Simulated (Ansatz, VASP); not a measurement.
## Two plane-wave programs on Pt

INCAR

```
PREC = Accurate
ENCUT = 520
EDIFF = 1E-6
ISMEAR = -1
SIGMA = 0.1
LREAL = F
LASPH = T
NELM = 60
ALGO = Normal
ISIF = 2
LWAVE = F
LCHARG = F
NBANDS = 17
```

KPOINTS

```
Automatic mesh
0
Gamma
  14 14 10
```

Contents of POSCAR:

```
Pt
1.0
   -2.0641288152      2.4074327447      1.2961239740
    2.4074327447     -2.0641288152      1.2961239740
    2.5167924542      2.5167924542     -0.6673621984
Pt
2
Direct
    0.0162919124      0.9837080876      1.0000000000
    0.7337080876      0.2662919124      0.5000000000
```

Input for Ansatz:

```yaml
crystal:
  lattice:
    - [-2.0641288152, 2.4074327447, 1.296123974]
    - [2.4074327447, -2.0641288152, 1.296123974]
    - [2.5167924542, 2.5167924542, -0.6673621984]
  atoms:
    - { symbol: Pt, position: [0.0162919124, 0.9837080876, 1.0] }
    - { symbol: Pt, position: [0.7337080876, 0.2662919124, 0.5] }
hamiltonian:
  xc: lda
  pseudopotentials:
    kind: paw
    azcp:
      Pt: "pseudopotentials/Pt.paw.azcp"
basis:
  ecutwfc: 420
  fft_grid_basis: typed
kpoints:
  mp_grid: { grid: [14, 14, 10], shift: [0, 0, 0] }
magnetization:
  spin_polarized: false
scf:
  occupations: { method: fermi_dirac, width: 0.1 }
  lower_state_search: "off"
output:
  stress: true
```

Alike in both runs: task single point; functional LDA; k mesh 14 × 14 × 10; occupations fermi-dirac, width 0.1 eV; no spin polarisation.

|  | VASP | Ansatz |
| --- | --- | --- |
| version | VASP 6.6.1 | Ansatz 0.2.0 |
| potentials or method | VASP PAW LDA potentials, release 64 (Pt), cutoff 520 eV | plane waves (420 eV) with PAW, scalar-relativistic |
| valence electrons in the cell | 20 | 36 |

Ansatz gave:

* pressure (GPa): 12.4
* traceless stress, the component that is largest in VASP (GPa): 1.07

**Question.** Estimate VASP's values.

**Answer.** Pressure (GPa): 13.1; traceless stress, the component that is largest in VASP (GPa): 1.21.

Ansatz warns that its potentials were made for another functional, while VASP's fit it. LDA's correlation is that of Perdew and Zunger in VASP and of Perdew and Wang (1992) in Ansatz. VASP's potentials hold 20 valence electrons a cell and Ansatz's 36, so a difference there can come from the potentials and not from the codes.

Spin-orbit coupling is off throughout.
